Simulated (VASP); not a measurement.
Set up this calculation in VASP 6.6.1, as the native input.

| Item | Value |
| --- | --- |
| Task | single point |
| Functional | PBEsol |
| Potentials or basis | VASP PAW PBE potentials, release 64 (Zr_sv, B) |
| Cutoff | 520 eV |
| k mesh | 10 × 10 × 8 |
| Occupations | fermi-dirac, width 0.05 eV |
| Spin | no spin polarisation |
| Dipole correction | no |
| Further INCAR settings | ALGO = Normal; EDIFF = 1e-07; NBANDS = 16 |

The structure of ZrB2 lies in POSCAR:

```
ZrB2
1.0
    3.0556751809      0.0000000000      0.0000000000
   -1.5278375905      2.6462923324      0.0000000000
    0.0000000000      0.0000000000      3.3868143915
Zr B
1 2
Direct
    0.0000000000      0.0000000000      0.0000000000
    0.6666666667      0.3333333333      0.5000000000
    0.3333333333      0.6666666667      0.5000000000
```

The input as run:

INCAR

```
PREC = Accurate ; ENCUT = 520
EDIFF = 1E-7 ; ISMEAR = -1
SIGMA = 0.05 ; LREAL = False
LASPH = True ; NELM = 80
ALGO = Normal ; ISIF = 2
LWAVE = False ; LCHARG = False
GGA = PS ; NBANDS = 16
```

KPOINTS

```
Automatic mesh
0
Gamma
  10 10 8
```

Potentials or basis: VASP PAW PBE potentials, release 64 (Zr_sv, B).

Launch:

```console
$ cat potpaw_PBE.64/Zr_sv/POTCAR potpaw_PBE.64/B/POTCAR > POTCAR
$ mpirun -np 1 vasp_std > vasp.out
```

It gave:

- Pressure: 30.4 GPa
- Band gap on the k mesh: zero (bands 9 and 10 overlap by 0.88 eV)

Caveat: the cell stands under pressure; the PAW data sets were made with another functional, which shifts forces and pressure a little.

Run time: 36 s on 1 thread of Intel Xeon 8259CL (shared host), peak memory 0.16 GiB.
